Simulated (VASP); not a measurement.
# ZnSe (F-43m) in VASP: G0W0 quasiparticle levels with PBE

Aim: the G0W0 quasiparticle levels of ZnSe with PBE.

Program: VASP 6.6.1. These are calculated values, not measurements. Logs are shortened: lines on timing, memory, paths and dates and some standing lists are left out, and cuts for length are marked.

### Step 1. The cell of the first run

The structure is cubic, space group F-43m (No. 216). The conventional cell has a = 5.665 Å, b = 5.665 Å, c = 5.665 Å, α = 90.00°, β = 90.00°, γ = 90.00°. Zn (site symmetry -43m) has 4 Se at 2.45 Å within 3.2 Å. Within 3.2 Å of Se (site symmetry -43m) lie 4 Zn at 2.45 Å.

### Step 2. G0W0 quasiparticle levels, PBE

Input file POSCAR:

```
ZnSe
1.0
    0.0000000000      2.8324246721      2.8324246721
    2.8324246721      0.0000000000      2.8324246721
    2.8324246721      2.8324246721      0.0000000000
Zn Se
1 1
Direct
    0.0000000000      0.0000000000      0.0000000000
    0.2500000000      0.2500000000      0.2500000000
```

Input file INCAR.step1:

```
SYSTEM = ZnSe
PREC     = Accurate       ! precision mode
ENCUT    = 500            ! plane-wave cutoff, eV
EDIFF    = 1E-8           ! SCF threshold, eV
ISMEAR   = 0              ! smearing method
SIGMA    = 0.01           ! smearing width, eV
LREAL    = .False.        ! projectors in reciprocal space
LASPH    = .True.         ! aspherical terms in the spheres
NELM     = 60             ! most SCF steps
ALGO     = Normal         ! electronic algorithm
LWAVE    = .True.         ! write WAVECAR
LCHARG   = .False.        ! write CHGCAR
GGA      = PE             ! functional
```

Input file INCAR.step2:

```
SYSTEM = ZnSe
PREC     = Accurate       ! precision mode
ENCUT    = 500            ! plane-wave cutoff, eV
EDIFF    = 1E-8           ! SCF threshold, eV
ISMEAR   = 0              ! smearing method
SIGMA    = 0.01           ! smearing width, eV
LREAL    = .False.        ! projectors in reciprocal space
LASPH    = .True.         ! aspherical terms in the spheres
NELM     = 1              ! most SCF steps
ALGO     = Exact          ! electronic algorithm
LWAVE    = .True.         ! write WAVECAR
LCHARG   = .False.        ! write CHGCAR
GGA      = PE             ! functional
NBANDS   = 144            ! bands
LOPTICS  = .True.         ! frequency-dependent dielectric function
ISTART   = 1
```

Input file INCAR.step3:

```
SYSTEM = ZnSe
PREC     = Accurate       ! precision mode
ENCUT    = 500            ! plane-wave cutoff, eV
EDIFF    = 1E-8           ! SCF threshold, eV
ISMEAR   = 0              ! smearing method
SIGMA    = 0.01           ! smearing width, eV
LREAL    = .False.        ! projectors in reciprocal space
LASPH    = .True.         ! aspherical terms in the spheres
ALGO     = EVGW0          ! electronic algorithm
LWAVE    = .False.        ! write WAVECAR
LCHARG   = .False.        ! write CHGCAR
GGA      = PE             ! functional
NELMGW   = 1            
NBANDS   = 144            ! bands
ENCUTGW  = 120.0          ! cutoff of the response function
NOMEGA   = 48             ! frequency points
PRECFOCK = Fast         
ISTART   = 1            
NBANDSGW = 17
```

Input file KPOINTS:

```
Automatic mesh
0
Gamma
  4 4 4
  0 0 0
```

Potentials or basis: VASP PAW PBE potentials, release 64 (Zn_GW, Se_GW).

Started as:

```sh
> cat potpaw_PBE.64/Zn_GW/POTCAR potpaw_PBE.64/Se_GW/POTCAR > POTCAR
> cp INCAR.step1 INCAR
> mpirun -np 1 vasp_std > vasp.out
> cp INCAR.step2 INCAR
> mpirun -np 1 vasp_std > vasp.out
> cp INCAR.step3 INCAR
> mpirun -np 1 vasp_std > vasp.out
```

OUTCAR:

```text
SYSTEM = ZnSe
   PREC = Accurate
   ENCUT = 500
   EDIFF = 1E-8
   ISMEAR = 0
   LREAL = .False.
   LASPH = .True.
   GGA = PE
   NELMGW = 1
   ENCUTGW = 120.0
   PRECFOCK = Fast
   ISTART = 1

 ion  position               nearest neighbor table
   1  0.000  0.000  0.000-   2 2.45   2 2.45   2 2.45   2 2.45
   2  0.250  0.250  0.250-   1 2.45   1 2.45   1 2.45   1 2.45

  LATTYP: Found a face centered cubic cell.
 ALAT       =     5.6648493442

  Lattice vectors:

 A1 = (   0.0000000000,   2.8324246721,   2.8324246721)
 A2 = (   2.8324246721,   0.0000000000,   2.8324246721)
 A3 = (   2.8324246721,   2.8324246721,   0.0000000000)

Analysis of symmetry for initial positions (statically):
=====================================================================
 Subroutine PRICEL returns:
 Original cell was already a primitive cell.

 Routine SETGRP: Setting up the symmetry group for a
 face centered cubic supercell.

 Subroutine GETGRP returns: Found 24 space group operations
 (whereof 24 operations were pure point group operations)
 out of a pool of 48 trial point group operations.

The static configuration has the point symmetry T_d .

Analysis of symmetry for dynamics (positions and initial velocities):
=====================================================================
 Subroutine PRICEL returns:
 Original cell was already a primitive cell.

 Routine SETGRP: Setting up the symmetry group for a
 face centered cubic supercell.

 Subroutine GETGRP returns: Found 24 space group operations
 (whereof 24 operations were pure point group operations)
 out of a pool of 48 trial point group operations.

The dynamic configuration has the point symmetry T_d .

 Subroutine INISYM returns: Found 24 space group operations
 (whereof 24 operations are pure point group operations),
 and found     1 'primitive' translations

----------------------------------------------------------------------------------------

                                     Primitive cell

  volume of cell :      45.4470

  direct lattice vectors                    reciprocal lattice vectors
[... 44 lines left out ...]
  0.000000  0.000000  0.000000      1.000000
  0.250000  0.000000  0.000000      8.000000
  0.500000  0.000000  0.000000      4.000000
  0.250000  0.250000  0.000000      6.000000
  0.500000  0.250000  0.000000     24.000000
 -0.250000  0.250000  0.000000     12.000000
  0.500000  0.500000  0.000000      3.000000
 -0.250000  0.500000  0.250000      6.000000
   k-points           NKPTS =      8   k-points in BZ     NKDIM =     64   number of bands    NBANDS=    144
   number of dos      NEDOS =    301   number of ions     NIONS =      2
   total plane-waves  NPLWV =  27000
   dimension x,y,z NGX =    30 NGY =   30 NGZ =   30
   dimension x,y,z NGXF=    60 NGYF=   60 NGZF=   60
   ions per type =               1   1
   NGX,Y,Z   is equivalent  to a cutoff of  12.45, 12.45, 12.45 a.u.
   NGXF,Y,Z  is equivalent  to a cutoff of  24.90, 24.90, 24.90 a.u.
 SYSTEM =  ZnSe
   PREC   = accura    normal or accurate (medium, high low for compatibility)
   ISTART =      1    job   : 0-new  1-cont  2-samecut
   ICHARG =      0    charge: 1-file 2-atom 10-const
   ISPIN  =      1    spin polarized calculation?
   LNONCOLLINEAR =      F non collinear calculations
   LSORBIT =      F    spin-orbit coupling
   LASPH  =      T    aspherical Exc in radial PAW
   ENCUT  =  500.0 eV  36.75 Ry    6.06 a.u.   7.30  7.30  7.30*2*pi/ulx,y,z
   NELM   =     60;   NELMIN=  2; NELMDL=  0     # of ELM steps
   EDIFF  = 0.1E-07   stopping-criterion for ELM
   LREAL  =      F    real-space projection
   EDIFFG = 0.1E-06   stopping-criterion for IOM
   NSW    =      0    number of steps for IOM
   IBRION =     -1    ionic relax: 0-MD 1-quasi-New 2-CG
   NFREE  =      0    steps in history (QN), initial steepest desc. (CG)
   ISIF   =      0    stress and relaxation
   ISYM   =      3    0-nonsym 1-usesym 2-fastsym
   POTIM  = 0.5000    time-step for ionic-motion
   TEBEG  =    0.0;   TEEND  =   0.0 temperature during run
   PSTRESS=    0.0 pullay stress
   NELECT =      18.0000    total number of electrons
   NUPDOWN=      -1.0000    fix difference up-down
   EMIN   =  10.00;   EMAX   =-10.00  energy-range for DOS
   EFERMI =   0.00;   METHOD = LEGACY
   ISMEAR =     0;   SIGMA  =   0.01  broadening in eV -4-tet -1-fermi 0-gaus
   EFERMI_NEDOS =   21; number of points for ismear=-14 and -15
   IALGO  =     38    algorithm
   IMIX   =      4    mixing-type and parameters
     AMIX     =   0.40;   BMIX     =  1.00
     AMIX_MAG =   1.60;   BMIX_MAG =  1.00
  volume/ion in A,a.u.               =      22.72       153.35
  Fermi-wavevector in a.u.,A,eV,Ry     =   1.202257  2.271936 19.666157  1.445422
  Thomas-Fermi vector in A             =   2.338043
   LORBIT       =      0    0 simple, 1 ext, 2 COOP (PROOUT), +10 PAW based schemes
   GGA     = PE    functional components
   LHFCALC =     T    Hartree Fock is set to
   PRECFOCK=fast      Normal, Fast or Accurate (Low or Medium for compatibility)
   ENCUT4O =  -1.0   cutoff for four orbital integrals eV
   NKREDX  =     1    reduce k-point grid by
   NKREDY  =     1    reduce k-point grid by
   NKREDZ  =     1    reduce k-point grid by
   AEXX    =    1.0000 exact exchange contribution
   HFSCREEN=    0.0000 screening length (either q_TF or 0.3 A-1)
   HFSCREENC=   0.0000 screening length for correlation (either q_TF or 0.3 A-1)
   ENCUTFOCK=  -1.0 apply spherical cutoff to Coloumb kernel
   IVDW    =     0    specifies the selected vdW correction
   LEPSILON=     F    determine dielectric tensor
   LRPA    =     F    only Hartree local field effects (RPA)
   LRPAFORCE           =     F    calculate RPA forces
   ENCUTGW             = 120.0    cutoff for response function in eV
   ENCUTGWSOFT         =  96.0    soft cutoff for Coulomb kernel in GW response function in eV
   ENCUTLF             =  -1.0    cutoff for local field effects
   NELMGW              =     1    number of iterations in solving QP/BSE equation
   NELMHF              =     1    number of iterations in the inner HF iteration
   NKREDLFX            =     1    NKREDLFY  =   1   NKREDLFZ  =   1
 non-spin polarized calculation
 Gauss-broadening in eV      SIGMA  =   0.01
  energy-cutoff  :      500.00
  volume of cell :       45.45
 maximum number of plane-waves:      1174
 NGX is ok and might be reduce to    30
  NGX = 18; NGY = 18; NGZ = 18
   NGX = 15   NGY = 15   NGZ = 15
 maximum number of plane-waves:       144
 NGX is ok and might be reduce to    18

 QP shifts <psi_nk| G(iteration)W_0 |psi_nk>: iteration 1
 for sc-GW calculations column KS-energies equals QP-energies in previous step
 and V_xc(KS)=  KS-energies - (<T + V_ion + V_H > + <T+V_H+V_ion>^1  + <V_x>^1)

 k-point   1 :       0.0000    0.0000    0.0000
  band No.  KS-energies  QP-energies   sigma(KS)   V_xc(KS)     V^pw_x(r,r')   Z            occupation Imag(sigma)

      1     -10.5740     -11.0666     -13.0732     -12.3143     -19.8487       0.6491       2.0000       1.1114
      2      -3.8875      -5.5756     -22.2008     -19.6823     -30.8557       0.6703       2.0000       0.2302
      3      -3.8875      -5.5756     -22.2008     -19.6823     -30.8557       0.6703       2.0000       0.2302
      4      -3.8875      -5.5756     -22.2008     -19.6823     -30.8557       0.6703       2.0000       0.2302
      5      -3.5191      -5.3022     -23.1399     -20.4961     -32.0550       0.6745       2.0000       0.2093
      6      -3.5191      -5.3022     -23.1399     -20.4961     -32.0550       0.6745       2.0000       0.2093
[... 143 lines left out ...]
      3      -3.6809      -5.4247     -22.8148     -20.2283     -31.6814       0.6742       2.0000       0.2251
      4      -3.5514      -5.2902     -22.6770     -20.0963     -31.4021       0.6738       2.0000       0.2145
      5      -3.5486      -5.3244     -23.1165     -20.4860     -32.0669       0.6751       2.0000       0.2171
      6      -3.2166      -4.9674     -23.1407     -20.5676     -31.9887       0.6804       2.0000       0.2210
[... 9 lines left out ...]
     16      16.7621      16.8038      -9.1476      -9.2031      -3.4335       0.7514       0.0000      -0.5574
     17      17.3046      17.6312      -9.8592     -10.2974      -3.9197       0.7454       0.0000      -0.5683
```

OUTCAR.step1:

```text
SYSTEM = ZnSe
   PREC = Accurate
   ENCUT = 500
   EDIFF = 1E-8
   ISMEAR = 0
   LREAL = .False.
   LASPH = .True.
[... 330 lines left out ...]
      0.00000      0.00000      0.00000        -0.000000     -0.000000     -0.000000
      1.41621      1.41621      1.41621         0.000000      0.000000      0.000000
 -----------------------------------------------------------------------------------
    total drift:                               -0.000000     -0.000000     -0.000000

  FREE ENERGIE OF THE ION-ELECTRON SYSTEM (eV)
  ---------------------------------------------------
  free  energy   TOTEN  =        -5.9591465700 eV

  energy  without entropy=       -5.9591465700  energy(sigma->0) =       -5.95914657
```

OUTCAR.step2:

```text
SYSTEM = ZnSe
   PREC = Accurate
   ENCUT = 500
   EDIFF = 1E-8
[... 730 lines left out ...]
  --------------------------------------------------------------------------------------------------------------
     0.00000    15.27311    15.27311    15.27311    -0.00000     0.00000     0.00000
     1.52430    -0.14413    -0.14413    -0.14413    -0.00000     0.00000     0.00000
     3.04861    27.77850    27.77850    27.77850    -0.00000     0.00000     0.00000
     4.57291    12.60379    12.60379    12.60379    -0.00000    -0.00000     0.00000
     6.09722    -5.78679    -5.78679    -5.78679     0.00000    -0.00000     0.00000
     7.62152    -2.34818    -2.34818    -2.34818     0.00000     0.00000     0.00000
[... 92 lines left out ...]
   149.38186     0.97847     0.97847     0.97847     0.00000     0.00000    -0.00000
   150.90616     0.97897     0.97897     0.97897     0.00000     0.00000    -0.00000
```

It took 6.1 min on 1 thread of Intel Xeon 8259CL, shared host; peak memory 0.45 GiB.

What came out:

```yaml
Quasiparticle_gap: 2.41 eV
Least_direct_quasiparticle_gap: 2.41 eV
Band_gap_of_the_starting_levels_on_the_mesh: 1.27 eV
Least_direct_gap_of_the_starting_levels_on_the_mesh: 1.27 eV
```

Caveat: the k points lie up to 0.48 Å⁻¹ apart; bands, screening cutoff and mesh are small and nothing is extrapolated, so the quasiparticle values aren't converged.
